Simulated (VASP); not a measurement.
Write the native input for VASP 6.6.1 that does the following.

```yaml
Task: single point
Functional: PBE
Potentials_or_basis: VASP PAW PBE potentials, release 64 (Be)
Cutoff: 520 eV
k_mesh: 34 × 34 × 34
Occupations: gaussian, width 0.1 eV
Spin: no spin polarisation
Dipole_correction: no
Further_INCAR_settings: ALGO = Fast; EDIFF = 1e-07; NBANDS = 7
```

The structure of Be lies in POSCAR:

```
Be
1.0
   -1.1052760047      1.1052760047      1.5620889829
    1.1052760047     -1.1052760047      1.5620889829
    1.1052760047      1.1052760047     -1.5620889829
Be
1
Direct
    0.5000000000      0.5000000000      0.0000000000
```

This cell differs from its parent crystal: volume scaled by 0.97, then relaxed in part.

One way to write it, as run:

INCAR

```
SYSTEM = Be
ALGO = Fast
EDIFF = 1E-7
ENCUT = 520
GGA = PE
ISIF = 2
ISMEAR = 0
LASPH = .True.
LCHARG = .False.
LREAL = .False.
LWAVE = .False.
NBANDS = 7
NELM = 60
PREC = Accurate
SIGMA = 0.1
```

KPOINTS

```
k-points
0
Gamma
  34 34 34
  0 0 0
```

Potentials or basis: VASP PAW PBE potentials, release 64 (Be).

The run is started by

```sh
$ cat potpaw_PBE.64/Be/POTCAR > POTCAR
$ mpirun -np 1 vasp_std > vasp.out
```

Results of the run:

The pressure is 4.0 GPa. The band gap on the k mesh is zero (band 1 reaches 8.52 eV, above the bottom of band 2 at 7.66 eV).

Run time: 24 s on 1 thread of Intel(R) Xeon(R) 6975P-C (Granite Rapids) (shared host), peak memory 0.23 GiB.
